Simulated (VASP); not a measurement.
AlN, 8 atoms in the cell. Symmetry: Pm, No. 6, monoclinic system. The conventional cell has a = 3.313 Å, b = 4.187 Å, c = 5.739 Å, α = 90.00°, β = 90.00°, γ = 90.00°. Within 2.2 Å of Al (site symmetry m) lie 4 N at 1.64 to 2.13 Å. Al (site symmetry m) has 5 N at 1.91 to 2.09 Å within 2.5 Å. Al (site symmetry m) has 5 N at 1.91 to 2.09 Å within 2.5 Å. Within 2.5 Å of Al (site symmetry m) lie 5 N at 1.91 to 2.09 Å. N (site symmetry m) has 5 Al at 1.91 to 2.13 Å within 2.5 Å. Within 2.5 Å of N (site symmetry m) lie 5 Al at 1.91 to 2.09 Å. N (site symmetry m) has 5 Al at 1.87 to 2.29 Å within 2.5 Å. N (site symmetry m) has 5 Al at 1.64 to 2.09 Å within 2.2 Å.  This cell differs from its parent crystal: atom 1 (Al) moved by -0.126 Å along [1 0 0] and -0.378 Å along [1 2 0].

| Item | Value |
| --- | --- |
| Program | VASP 6.6.1 |
| Task | single point |
| Functional | PBE |
| Potentials or basis | VASP PAW PBE potentials, release 64 (Al, N) |
| Cutoff | 520 eV |
| k mesh | 8 × 6 × 4 |
| Occupations | gaussian, width 0.05 eV |
| Spin | no spin polarisation |
| Dipole correction | no |
| Further INCAR settings | ALGO = Normal; EDIFF = 1e-07; NBANDS = 26 |

Potentials or basis: VASP PAW PBE potentials, release 64 (Al, N).

Command:

```bash
$ cat potpaw_PBE.64/Al/POTCAR potpaw_PBE.64/N/POTCAR > POTCAR
$ mpirun -np 1 vasp_std > vasp.out
```

Hardware: 1 thread of AMD EPYC 9R45 96-Core Processor (Zen 5), on a shared host.

Estimate the wall time of this run.

Run time: 87 s on 1 thread of AMD EPYC 9R45 96-Core Processor (Zen 5), on a shared host, peak memory 0.23 GiB. Counts: scf iterations 16, k points 72.
